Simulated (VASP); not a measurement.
Input of a VASP 6.6.1 run:

INCAR

```
SYSTEM = VO2
ALGO = Normal ; EDIFF = 1E-6
ENCUT = 600 ; GGA = PE
GGA_COMPAT = .FALSE. ; ISIF = 2
ISMEAR = -1 ; ISPIN = 2
LASPH = .TRUE. ; LCHARG = .FALSE.
LMAXMIX = 4 ; LORBIT = 11
LREAL = .FALSE. ; LWAVE = .FALSE.
MAGMOM = 2 -2 -2 2 0 0 0 0 0 0 0 0 ; NBANDS = 66
NELM = 200 ; PREC = Accurate
SIGMA = 0.03
```

KPOINTS

```
k-points
0
G
  3 3 3
  0 0 0
```

The input POSCAR:

```
VO2
1.0
   -4.5983000000      0.0000000000      0.0000000000
    0.0000000000     -4.5983000000     -2.8514000000
    0.0000000000     -4.5983000000      2.8514000000
V O
4 8
Direct
    0.0000000000      0.0000000000      0.0000000000
    0.0000000000      0.5000000000      0.5000000000
    0.5000000000      0.0000000000      0.5000000000
    0.5000000000      0.5000000000      0.0000000000
    0.3001000000      0.6500500000      0.6500500000
    0.3001000000      0.1500500000      0.1500500000
    0.1999000000      0.6500500000      0.1500500000
    0.1999000000      0.1500500000      0.6500500000
    0.6999000000      0.8499500000      0.8499500000
    0.6999000000      0.3499500000      0.3499500000
    0.8001000000      0.8499500000      0.3499500000
    0.8001000000      0.3499500000      0.8499500000
```

Potentials or basis: VASP PAW PBE potentials, release 64 (V_sv, O).

The run is started by

```console
$ cat potpaw_PBE.64/V_sv/POTCAR potpaw_PBE.64/O/POTCAR > POTCAR
$ mpirun -np 1 vasp_std > vasp.out
```

Q: Predict the net moment.

A: 0.00 μB per cell.

Q: What does it give for the largest force?

A: 0.050 eV/Å.

Stress tensor (GPa, compression positive):
```
-2.12  0.00  0.00
 0.00 -1.95  0.27
 0.00  0.27 -5.19
```

Caveat: the k points lie up to 0.46 Å⁻¹ apart, too coarse for converged energies and pressures of a metal.
